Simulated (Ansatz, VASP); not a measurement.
Two plane-wave programs on WSe2

File INCAR:

```
SYSTEM = WSe2
PREC = Accurate
ENCUT = 520
EDIFF = 1E-7
ISMEAR = 0
SIGMA = 0.1
LREAL = .False.
LASPH = .True.
NELM = 150
ALGO = Normal
ISIF = 2
LWAVE = .False.
LCHARG = .False.
ISPIN = 2
MAGMOM = 2.63 -0.38 -0.41
LORBIT = 11
LMAXMIX = 4
GGA = PE
NBANDS = 24
```

Contents of KPOINTS:

```
Automatic mesh
0
Gamma
  4 4 4
  0 0 0
```

File POSCAR:

```
WSe2
1.0
    0.0000000000      3.5211012700      3.5211012700
    3.5211012700      0.0000000000      3.5211012700
    3.5211012700      3.5211012700      0.0000000000
W Se
1 2
Direct
    0.5000000000      0.5000000000      0.5000000000
    0.2500000000      0.2500000000      0.2500000000
    0.0000000000      0.0000000000      0.0000000000
```

Input for Ansatz:

```yaml
crystal:
  lattice:
    - [0.0, 3.52110127, 3.52110127]
    - [3.52110127, 0.0, 3.52110127]
    - [3.52110127, 3.52110127, 0.0]
  atoms:
    - { symbol: W, position: [0.5, 0.5, 0.5] }
    - { symbol: Se, position: [0.25, 0.25, 0.25] }
    - { symbol: Se, position: [0.0, 0.0, 0.0] }
basis:
  ecutwfc: 420
kpoints:
  mp_grid: { grid: [4, 4, 4] }
hamiltonian:
  xc: pbe
scf:
  occupations: { method: gaussian, width: 0.1 }
  lower_state_search: "off"
output:
  forces: true
  stress: true
  eigenvalues: true
  populations: true
magnetization:
  spin_polarized: true
```

Alike in both runs: task single point; functional PBE; k mesh 4 × 4 × 4; occupations gaussian, width 0.1 eV; collinear spin.

```csv
,VASP,Ansatz
version,VASP 6.6.1,Ansatz 0.2.0
potentials or method,"VASP PAW PBE potentials, release 64 (W_sv, Se), cutoff 520 eV","scalar-relativistic, plane waves, PAW"
valence electrons in the cell,26,46
```

```csv
,VASP,Ansatz,Ansatz less VASP
gap on the k mesh at the Fermi level (eV),none,none,-
pressure (GPa),-13.0,-13.0,0.00
net moment per atom (μB),0.72,0.72,0.000
size of the moment on the site where the two differ most (μB),0.30,0.38,+0.074
```

Site moments also hang on the region over which each program counts them. A gap of «none» marks a metal or a gap that the smearing closes. With one functional, cell and mesh, what is left measures potentials, basis and numerics. VASP's potentials hold 26 valence electrons a cell and Ansatz's 46, so a difference there can come from the potentials and not from the codes. Ansatz's warnings: no starting moments.

The k mesh is coarse, so the values compare programs but aren't converged. Spin-orbit coupling is off throughout.
